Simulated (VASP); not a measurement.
Input of a VASP 6.6.1 run:

The input INCAR:

```
SYSTEM = Rh
ALGO = Normal
EDIFF = 1E-6
ENCUT = 520
GGA = CA
ISIF = 2
ISMEAR = 1
LASPH = .TRUE.
LCHARG = .FALSE.
LREAL = .FALSE.
LWAVE = .FALSE.
NBANDS = 22
NELM = 100
PREC = Accurate
SIGMA = 0.1
```

File KPOINTS:

```
k-points
0
G
  8 8 5
  0 0 0
```

POSCAR

```
Rh
1.0
    2.6935700000      0.0175500000     -0.0015500000
   -1.3315900000      2.3648000000      0.0252000000
   -0.0025100000      0.0457300000      4.3786300000
Rh
2
Direct
    0.6694501826      0.3370179885      0.7427220329
    0.3456700000      0.6856400000      0.2618800000
```

Potentials or basis: VASP PAW LDA potentials, release 64 (Rh_pv).

Run with:

```console
$ cat potpaw_LDA.64/Rh_pv/POTCAR > POTCAR
$ mpirun -np 1 vasp_std > vasp.out
```

Estimate the largest force.

0.805 eV/Å.

Estimate the band gap on the k mesh.

zero (band 15 reaches 12.09 eV, above the bottom of band 16 at 10.03 eV).

What does it give for the pressure?

-12.3 GPa.

Forces on the atoms (eV/Å):
```
Rh   0.055  0.045  0.802
Rh  -0.055 -0.045 -0.802
```
